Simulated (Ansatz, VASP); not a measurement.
## Two plane-wave programs on AgCl

The input INCAR:

```
PREC     = Accurate       # precision mode
ENCUT    = 520            # plane-wave cutoff, eV
EDIFF    = 1E-6           # SCF threshold, eV
ISMEAR   = 0              # smearing method
SIGMA    = 0.05           # smearing width, eV
LREAL    = False          # projectors in reciprocal space
LASPH    = True           # aspherical terms in the spheres
NELM     = 100            # most SCF steps
ALGO     = Normal         # electronic algorithm
ISIF     = 2              # what is computed and relaxed
LWAVE    = False          # write WAVECAR
LCHARG   = True           # write CHGCAR
GGA      = PE             # functional
LELF     = True           # ELF
LVHAR    = True         
NBANDS   = 16             # bands
```

KPOINTS

```
Automatic mesh
0
Gamma
  8 8 8
```

The input POSCAR:

```
AgCl
1.0
    0.0138657500      2.7731500000      2.7731500000
    2.7870157500      0.0000000000      2.7870157500
    2.7731500000      2.7731500000      0.0138657500
Ag Cl
1 1
Direct
    0.5000000000      0.5000000000      0.5000000000
    0.0000000000      0.0000000000      0.0000000000
```

Input for Ansatz:

```yaml
crystal:
  lattice:
    - [0.01386575, 2.77315, 2.77315]
    - [2.78701575, 0.0, 2.78701575]
    - [2.77315, 2.77315, 0.01386575]
  atoms:
    - { symbol: Ag, position: [0.5, 0.5, 0.5] }
    - { symbol: Cl, position: [0.0, 0.0, 0.0] }
basis:
  ecutwfc: 420
kpoints:
  mp_grid: { grid: [8, 8, 8] }
hamiltonian:
  xc: pbe
scf:
  occupations: { method: gaussian, width: 0.05 }
output:
  forces: true
  stress: true
  eigenvalues: true
  write_density: true
  write_potential: true
  elf: true
  volumetric_format: npy
```

Change from the starting cell: strain +0.0100 x Voigt [0, 0, 0, 0, 1, 0], atoms carried along.

Alike in both runs: task single point; functional PBE; k mesh 8 × 8 × 8; occupations gaussian, width 0.05 eV; no spin polarisation.

```csv
,VASP,Ansatz
version,VASP 6.6.1,Ansatz 0.2.0
potentials or method,"VASP PAW PBE potentials, release 64 (Ag, Cl), cutoff 520 eV","scalar-relativistic, plane waves, PAW"
valence electrons in the cell,18,26
```

Ansatz gave:

| Quantity | Value |
| --- | --- |
| gap on the k mesh at the Fermi level (eV) | 0.90 |
| least direct gap on the mesh (eV) | 3.18 |
| pressure (GPa) | 1.6 |
| traceless stress, the component that is largest in VASP (GPa) | -0.05 |

Estimate VASP's values.

gap on the k mesh at the Fermi level (eV): 0.90; least direct gap on the mesh (eV): 3.17; pressure (GPa): 1.5; traceless stress, the component that is largest in VASP (GPa): -0.05.

VASP's potentials hold 18 valence electrons a cell and Ansatz's 26, so a difference there can come from the potentials and not from the codes.
